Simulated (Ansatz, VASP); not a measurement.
# Two plane-wave programs on Sc2AlAs3

```
CELL_PARAMETERS angstrom
5.26680 0.00000 0.00000
-2.63340 4.56118 0.00000
0.00000 0.00000 5.39933
ATOMIC_POSITIONS crystal
Sc 0.33333 0.66667 0.00000
Sc 0.66667 0.33333 0.00000
Al 0.00000 0.00000 0.00000
As 0.33333 0.66667 0.50000
As 0.66667 0.33333 0.50000
As 0.00000 0.00000 0.50000
```

Alike in both runs: task relaxation of cell and atoms; functional PBE; k mesh 12 × 12 × 8; occupations gaussian, width 0.1 eV; no spin polarisation.

```csv
,VASP,Ansatz
version,VASP 6.6.1,Ansatz 0.2.0
potentials or method,"VASP PAW PBE potentials, release 64 (Sc_sv, Al, As), cutoff 600 eV","scalar-relativistic, plane waves, PAW"
valence electrons in the cell,40,70
```

Ansatz gave:

* gap on the k mesh at the Fermi level, each at its own relaxed structure (eV): none
* relaxed volume (Å³/atom): 21.60
* relaxed length of the cell vector where the two differ most in proportion (Å): 5.447

Q: What did VASP give for the same quantities?

A: gap on the k mesh at the Fermi level, each at its own relaxed structure (eV): none; relaxed volume (Å³/atom): 21.62; relaxed length of the cell vector where the two differ most in proportion (Å): 5.453.

A gap of «none» marks a metal or a gap that the smearing closes. VASP's potentials hold 40 valence electrons a cell and Ansatz's 70, so a difference there can come from the potentials and not from the codes.
